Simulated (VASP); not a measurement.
Set up this calculation in VASP 6.6.1, as the native input.

```yaml
Task: single point
Functional: PBE
Potentials_or_basis: VASP PAW PBE potentials, release 64 (Hf_pv, C)
Cutoff: 520 eV
k_mesh: 12 × 12 × 6
Occupations: gaussian, width 0.05 eV
Spin: no spin polarisation
Dipole_correction: no
Further_INCAR_settings: ALGO = Normal; EDIFF = 1e-06; NBANDS = 22
```

The structure of HfC lies in POSCAR:

```
HfC
1.0
    3.3127785127      0.0000000000      0.0000000000
   -1.6563892563      2.8689503491      0.0000000000
    0.0000000000      0.0000000000      5.8280541354
Hf C
2 2
Direct
    0.0000000000      0.0000000000      0.0000000000
    0.0000000000      0.0000000000      0.5000000000
    0.3333333333      0.6666666667      0.2500000000
    0.6666666667      0.3333333333      0.7500000000
```

One way to write it, as run:

INCAR

```
SYSTEM = HfC
  PREC = Accurate
  ENCUT = 520
  EDIFF = 1E-6
  ISMEAR = 0
  SIGMA = 0.05
  LREAL = .FALSE.
  LASPH = .TRUE.
  NELM = 100
  ALGO = Normal
  ISIF = 2
  LWAVE = .FALSE.
  LCHARG = .TRUE.
  GGA = PE
  LELF = .TRUE.
  LVHAR = .TRUE.
  NBANDS = 22
```

KPOINTS

```
Automatic mesh
0
G
  12 12 6
  0 0 0
```

Potentials or basis: VASP PAW PBE potentials, release 64 (Hf_pv, C).

Launch:

```sh
$ cat potpaw_PBE.64/Hf_pv/POTCAR potpaw_PBE.64/C/POTCAR > POTCAR
$ mpirun -np 1 vasp_std > vasp.out
```

Results of the run:

The pressure is -8.3 GPa and the band gap on the k mesh is zero (bands 14 and 15 overlap by 1.48 eV).

Caveat: the cell stands under tension; spin-orbit coupling is left out, which moves the levels of the heavy elements.

Run time: 3.3 min on 1 thread of AMD EPYC 7R13, with other jobs on the host, peak memory 0.24 GiB.
